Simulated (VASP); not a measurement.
# NdTl2P3 (P6mm) in VASP: single point with PBE

Aim: the single point of NdTl2P3 with PBE.

All numbers are computed with VASP 6.6.1; they aren't measurements. Logs are shortened: lines on timing, memory, paths and dates and some standing lists are left out, and cuts for length are marked.

## Step 1: The cell of the first run

The structure is hexagonal, space group P6mm (No. 183). Conventional cell: a = 5.832 Å, b = 5.832 Å, c = 5.404 Å, α = 90.00°, β = 90.00°, γ = 120.00°. Within 3.8 Å of Nd (site symmetry 6mm) lie 6 P at 2.92 Å. Tl (site symmetry 3m) has 6 P at 3.17 to 3.19 Å and 3 Tl at 3.37 Å and 6 Nd at 4.21 to 4.43 Å within 4.5 Å. P (site symmetry 2mm) has 4 P at 2.92 Å and 2 Nd at 2.92 Å and 4 Tl at 3.17 to 3.19 Å within 3.8 Å.

The cell was generated, and may not be a known phase.

## Step 2: Single point, PBE

File INCAR:

```
SYSTEM = NdTl2P3
  PREC = Accurate
  ENCUT = 500
  EDIFF = 1E-6
  ISMEAR = 0
  SIGMA = 0.2
  LREAL = .FALSE.
  LASPH = .TRUE.
  NELM = 200
  ALGO = Normal
  ISIF = 2
  LWAVE = .FALSE.
  LCHARG = .FALSE.
  GGA = PE
  NBANDS = 35
  GGA_COMPAT = .FALSE.
  LMAXMIX = 6
```

File KPOINTS:

```
regular mesh
0
G
  3 3 4
  0 0 0
```

File POSCAR:

```
NdTl2P3
1.0
    5.8320536143      0.0000000027      0.0000000000
   -2.9160268095      5.0507065849      0.0000000000
    0.0000000000      0.0000000000      5.4036155280
Nd Tl P
1 2 3
Direct
    0.0000000000      0.0000000000      0.0546979088
    0.6666666667      0.3333333333      0.5217960883
    0.3333333333      0.6666666667      0.5217960883
    0.0000000000      0.5000000000      1.0239016082
    0.5000000000      0.0000000000      1.0239016082
    0.5000000000      0.5000000000      1.0239016082
```

Potentials or basis: VASP PAW PBE potentials, release 64 (Nd_3, Tl_d, P), 4f in core.

Run with:

```sh
cat potpaw_PBE.64/Nd_3/POTCAR potpaw_PBE.64/Tl_d/POTCAR potpaw_PBE.64/P/POTCAR > POTCAR
mpirun -np 1 vasp_std > vasp.out
```

OUTCAR:

```text
SYSTEM = NdTl2P3
   PREC = Accurate
   ENCUT = 500
   EDIFF = 1E-6
   ISMEAR = 0
   LREAL = .FALSE.
   LASPH = .TRUE.
   NELM = 200
   ISIF = 2
   GGA = PE

 ion  position               nearest neighbor table
   1  0.000  0.000  0.055-   5 2.92   5 2.92   6 2.92   6 2.92   4 2.92   4 2.92
   2  0.667  0.333  0.522-   4 3.17   5 3.17   6 3.17   4 3.19   5 3.19   6 3.19   3 3.37   3 3.37
                             3 3.37
   3  0.333  0.667  0.522-   4 3.17   5 3.17   6 3.17   4 3.19   5 3.19   6 3.19   2 3.37   2 3.37
                             2 3.37
   4  0.000  0.500  0.024-   6 2.92   6 2.92   5 2.92   5 2.92   1 2.92   1 2.92   3 3.17   2 3.17
                             3 3.19   2 3.19
   5  0.500  0.000  0.024-   4 2.92   4 2.92   6 2.92   6 2.92   1 2.92   1 2.92   3 3.17   2 3.17
                             3 3.19   2 3.19
   6  0.500  0.500  0.024-   4 2.92   4 2.92   5 2.92   5 2.92   1 2.92   1 2.92   3 3.17   2 3.17
                             3 3.19   2 3.19

  LATTYP: Found a hexagonal cell.
 ALAT       =     5.8320536143
 C/A-ratio  =     0.9265373547

  Lattice vectors:

 A1 = (   5.8320536143,   0.0000000027,   0.0000000000)
 A2 = (  -2.9160268095,   5.0507065849,   0.0000000000)
 A3 = (   0.0000000000,   0.0000000000,   5.4036155280)

Analysis of symmetry for initial positions (statically):
=====================================================================
 Subroutine PRICEL returns:
 Original cell was already a primitive cell.

 Routine SETGRP: Setting up the symmetry group for a
 hexagonal supercell.

 Subroutine GETGRP returns: Found 12 space group operations
 (whereof 12 operations were pure point group operations)
 out of a pool of 24 trial point group operations.

The static configuration has the point symmetry C_6v.

Analysis of symmetry for dynamics (positions and initial velocities):
=====================================================================
 Subroutine PRICEL returns:
 Original cell was already a primitive cell.

 Routine SETGRP: Setting up the symmetry group for a
 hexagonal supercell.

 Subroutine GETGRP returns: Found 12 space group operations
 (whereof 12 operations were pure point group operations)
 out of a pool of 24 trial point group operations.

The dynamic configuration has the point symmetry C_6v.

 Subroutine INISYM returns: Found 12 space group operations
 (whereof 12 operations are pure point group operations),
 and found     1 'primitive' translations

----------------------------------------------------------------------------------------

                                     Primitive cell

  volume of cell :     159.1689

  direct lattice vectors                    reciprocal lattice vectors
     5.832053614  0.000000003  0.000000000     0.171466188  0.098996050  0.000000000
    -2.916026809  5.050706585  0.000000000    -0.000000000  0.197992099  0.000000000
     0.000000000  0.000000000  5.403615528     0.000000000  0.000000000  0.185061279

  length of vectors
     5.832053614  5.832053614  5.403615528     0.197992099  0.197992099  0.185061279

  position of ions in fractional coordinates (direct lattice)
     0.000000000  0.000000000  0.054697909
     0.666666667  0.333333333  0.521796088
     0.333333333  0.666666667  0.521796088
     0.000000000  0.500000000  0.023901608
     0.500000000  0.000000000  0.023901608
     0.500000000  0.500000000  0.023901608

  ion indices of the primitive-cell ions
   primitive index   ion index
                 1           1
                 2           2
                 3           3
                 4           4
                 5           5
                 6           6

----------------------------------------------------------------------------------------

 KPOINTS: regular mesh

Automatic generation of k-mesh.
 Grid dimensions read from file:
 generate k-points for:    3    3    4

 Generating k-lattice:

  Cartesian coordinates                     Fractional coordinates (reciprocal lattice)
     0.057155396  0.032998683  0.000000000     0.333333333  0.000000000  0.000000000
    -0.000000000  0.065997366  0.000000000    -0.000000000  0.333333333  0.000000000
     0.000000000  0.000000000  0.046265320     0.000000000  0.000000000  0.250000000

  Length of vectors
     0.065997366  0.065997366  0.046265320

  Shift w.r.t. Gamma in fractional coordinates (k-lattice)
     0.000000000  0.000000000  0.000000000

 Subroutine IBZKPT returns following result:
 ===========================================

 Found      9 irreducible k-points:

 Following reciprocal coordinates:
            Coordinates               Weight
  0.000000  0.000000  0.000000      1.000000
  0.333333  0.000000  0.000000      6.000000
  0.333333  0.333333  0.000000      2.000000
  0.000000  0.000000  0.250000      2.000000
  0.333333  0.000000  0.250000     12.000000
  0.333333  0.333333  0.250000      4.000000
  0.000000  0.000000  0.500000      1.000000
  0.333333  0.000000  0.500000      6.000000
  0.333333  0.333333  0.500000      2.000000
   k-points           NKPTS =      9   k-points in BZ     NKDIM =      9   number of bands    NBANDS=     35
   number of dos      NEDOS =    301   number of ions     NIONS =      6
   total plane-waves  NPLWV =  92160
   dimension x,y,z NGX =    48 NGY =   48 NGZ =   40
   dimension x,y,z NGXF=    96 NGYF=   96 NGZF=   80
   ions per type =               1   2   3
   NGX,Y,Z   is equivalent  to a cutoff of  13.68, 13.68, 12.31 a.u.
   NGXF,Y,Z  is equivalent  to a cutoff of  27.37, 27.37, 24.61 a.u.
 SYSTEM =  NdTl2P3
   PREC   = accura    normal or accurate (medium, high low for compatibility)
   ISTART =      0    job   : 0-new  1-cont  2-samecut
   ICHARG =      2    charge: 1-file 2-atom 10-const
   ISPIN  =      1    spin polarized calculation?
   LNONCOLLINEAR =      F non collinear calculations
   LSORBIT =      F    spin-orbit coupling
   LASPH  =      T    aspherical Exc in radial PAW
   ENCUT  =  500.0 eV  36.75 Ry    6.06 a.u.  10.63 10.63  9.85*2*pi/ulx,y,z
   NELM   =    200;   NELMIN=  2; NELMDL= -5     # of ELM steps
   EDIFF  = 0.1E-05   stopping-criterion for ELM
   LREAL  =      F    real-space projection
   EDIFFG = 0.1E-04   stopping-criterion for IOM
   NSW    =      0    number of steps for IOM
   IBRION =     -1    ionic relax: 0-MD 1-quasi-New 2-CG
   NFREE  =      0    steps in history (QN), initial steepest desc. (CG)
   ISIF   =      2    stress and relaxation
   ISYM   =      2    0-nonsym 1-usesym 2-fastsym
   POTIM  = 0.5000    time-step for ionic-motion
   TEBEG  =    0.0;   TEEND  =   0.0 temperature during run
   PSTRESS=    0.0 pullay stress
   NELECT =      52.0000    total number of electrons
   NUPDOWN=      -1.0000    fix difference up-down
   EMIN   =  10.00;   EMAX   =-10.00  energy-range for DOS
   EFERMI =   0.00;   METHOD = LEGACY
   ISMEAR =     0;   SIGMA  =   0.20  broadening in eV -4-tet -1-fermi 0-gaus
   EFERMI_NEDOS =   21; number of points for ismear=-14 and -15
   IALGO  =     38    algorithm
   IMIX   =      4    mixing-type and parameters
     AMIX     =   0.40;   BMIX     =  1.00
     AMIX_MAG =   1.60;   BMIX_MAG =  1.00
  volume/ion in A,a.u.               =      26.53       179.02
  Fermi-wavevector in a.u.,A,eV,Ry     =   1.127517  2.130699 17.297025  1.271295
  Thomas-Fermi vector in A             =   2.264204
   LORBIT       =      0    0 simple, 1 ext, 2 COOP (PROOUT), +10 PAW based schemes
   GGA     = PE    functional components
   LHFCALC =     F    Hartree Fock is set to
   AEXX    =    0.0000 exact exchange contribution
   IVDW    =     0    specifies the selected vdW correction
   LEPSILON=     F    determine dielectric tensor
   LRPA    =     F    only Hartree local field effects (RPA)
 non-spin polarized calculation
 Gauss-broadening in eV      SIGMA  =   0.20
  energy-cutoff  :      500.00
  volume of cell :      159.17
 maximum number of plane-waves:      4063
 NGX is ok and might be reduce to    42
   NGX = 21   NGY = 21   NGZ = 19

 number of electron      51.9999992 magnetization

 Free energy of the ion-electron system (eV)
  ---------------------------------------------------
  ext. energy  EPLUGINS =         0.00000000
  ---------------------------------------------------
  free energy    TOTEN  =       -25.29705109 eV

  energy without entropy =      -25.23126905  energy(sigma->0) =      -25.26416007

 E-fermi :   5.1531     XC(G=0):  -9.5728

 val. band max:        5.0278436283   @ k =   0.3333   0.3333   0.2500
 cond. band min:       5.1877453494   @ k =   0.3333   0.0000   0.0000
 fundamental gap:      0.1599017211
 Fermi energy:         5.1531137746

 k-point     1 :       0.0000    0.0000    0.0000
  band No.  band energies     occupation
      1     -32.9996      2.00000
      2     -14.3892      2.00000
      3     -14.0940      2.00000
      4     -14.0940      2.00000
      5      -7.0530      2.00000
      6      -6.1899      2.00000
[... 27 lines left out ...]
     34       8.1809      0.00000
     35       8.2687      0.00000

 k-point     2 :       0.3333    0.0000    0.0000
  band No.  band energies     occupation
      1     -32.9994      2.00000
      2     -14.3882      2.00000
      3     -14.1311      2.00000
      4     -14.1037      2.00000
      5      -6.6089      2.00000
      6      -6.2750      2.00000
[... 27 lines left out ...]
     34       8.3844      0.00000
     35       9.1471      0.00000

 k-point     3 :       0.3333    0.3333    0.0000
  band No.  band energies     occupation
      1     -32.9992      2.00000
      2     -14.3877      2.00000
      3     -14.1289      2.00000
      4     -14.1289      2.00000
      5      -6.3508      2.00000
      6      -6.2723      2.00000
[... 27 lines left out ...]
     34       8.7436      0.00000
     35      10.2724      0.00000
[... 153 lines left out ...]
 k-point     8 :       0.3333    0.0000    0.5000
  band No.  band energies     occupation
      1     -32.9992      2.00000
      2     -14.3965      2.00000
      3     -14.1294      2.00000
      4     -14.1030      2.00000
      5      -6.2703      2.00000
      6      -6.2665      2.00000
[... 27 lines left out ...]
     34       8.6404      0.00000
     35       8.8273      0.00000

 k-point     9 :       0.3333    0.3333    0.5000
  band No.  band energies     occupation
      1     -32.9991      2.00000
      2     -14.3958      2.00000
      3     -14.1276      2.00000
      4     -14.1276      2.00000
      5      -6.3425      2.00000
      6      -6.2711      2.00000
[... 27 lines left out ...]
     34       8.8352      0.00000
     35       9.3123      0.00000

------------------------ aborting loop because EDIFF is reached ----------------------------------------

  FORCE on cell =-STRESS in cart. coord.  units (eV):
  Direction    XX          YY          ZZ          XY          YZ          ZX
  --------------------------------------------------------------------------------------
  -------------------------------------------------------------------------------------
  Total        0.0735326      0.0735326      0.7015412     -0.0000000      0.0000000      0.0000000
  in kB        0.7401715      0.7401715      7.0616415     -0.0000000      0.0000000      0.0000000
  external PRESSURE =       2.8473282 kB  Pullay stress =       0.0000000 kB

 VOLUME and BASIS-vectors are now :
 -----------------------------------------------------------------------------
  energy-cutoff  :      500.00
  volume of cell :      159.17
      direct lattice vectors                 reciprocal lattice vectors
     5.832053614  0.000000003  0.000000000     0.171466188  0.098996050  0.000000000
    -2.916026809  5.050706585  0.000000000    -0.000000000  0.197992099  0.000000000
     0.000000000  0.000000000  5.403615528     0.000000000  0.000000000  0.185061279

 POSITION                                       TOTAL-FORCE (eV/Angst)
 -----------------------------------------------------------------------------------
      0.00000      0.00000      0.29557         0.000000     -0.000000     -0.009932
      2.91603      1.68357      2.81959         0.000000     -0.000000     -0.008866
     -0.00000      3.36714      2.81959        -0.000000      0.000000     -0.008866
     -1.45801      2.52535      0.12916         0.000000     -0.000000      0.009222
      2.91603      0.00000      0.12916         0.000000     -0.000000      0.009222
      1.45801      2.52535      0.12916         0.000000     -0.000000      0.009222
 -----------------------------------------------------------------------------------
    total drift:                               -0.000000     -0.000000     -0.000491

  FREE ENERGIE OF THE ION-ELECTRON SYSTEM (eV)
  ---------------------------------------------------
  free  energy   TOTEN  =       -25.2970510867 eV

  energy  without entropy=      -25.2312690518  energy(sigma->0) =      -25.26416007
```

It took 53 s on 1 thread of AMD EPYC 7R13 (Zen 3), shared host; peak memory 0.26 GiB.

Results:

| Item | Value |
| --- | --- |
| Free energy | -25.2971 eV |
| Pressure | 0.3 GPa |
| Largest force | 0.010 eV/Å |
| Band gap on the k mesh | zero (bands 26 and 27 overlap by 1.13 eV) |

Forces in eV/Å, atoms in the order of the input:
```
Nd   0.000  0.000 -0.010
Tl   0.000  0.000 -0.009
Tl   0.000  0.000 -0.009
P    0.000  0.000  0.009
P    0.000  0.000  0.009
P    0.000  0.000  0.009
```

Stress tensor (GPa, compression positive):
```
0.07 0.00 0.00
0.00 0.07 0.00
0.00 0.00 0.71
```

Caveat: the k points lie up to 0.41 Å⁻¹ apart, too coarse for converged energies and pressures of a metal; spin-orbit coupling is left out, which moves the levels of the heavy elements; the 4f electrons are frozen in the core, so they carry no moment and show no levels.

The gap in the log of VASP goes by the Fermi energy; the results here count the filled bands.